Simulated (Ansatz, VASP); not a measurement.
**PbS: VASP beside Ansatz**

```
CELL_PARAMETERS angstrom
3.59995 0.00000 0.00000
0.00000 3.59995 0.00000
0.00000 0.00000 3.59995
ATOMIC_POSITIONS crystal
Pb 0.00000 0.00000 0.00000
S 0.50000 0.50000 0.50000
```

Alike in both runs: task single point; functional PBEsol; k mesh 12 × 12 × 12; occupations gaussian, width 0.1 eV; no spin polarisation.

|  | VASP | Ansatz |
| --- | --- | --- |
| version | VASP 6.6.1 | Ansatz 0.2.0 |
| potentials or method | VASP PAW PBE potentials, release 64 (Pb_d, S), cutoff 520 eV | scalar-relativistic, plane waves, PAW |
| valence electrons in the cell | 20 | 20 |

```csv
,VASP,Ansatz,Ansatz less VASP
gap on the k mesh at the Fermi level (eV),none,none,-
pressure (GPa),-1.0,-1.0,+0.04
```

VASP's potentials were made for PBE, not for PBEsol. A gap of «none» marks a metal or a gap that the smearing closes.

Neither program's run includes spin-orbit coupling.
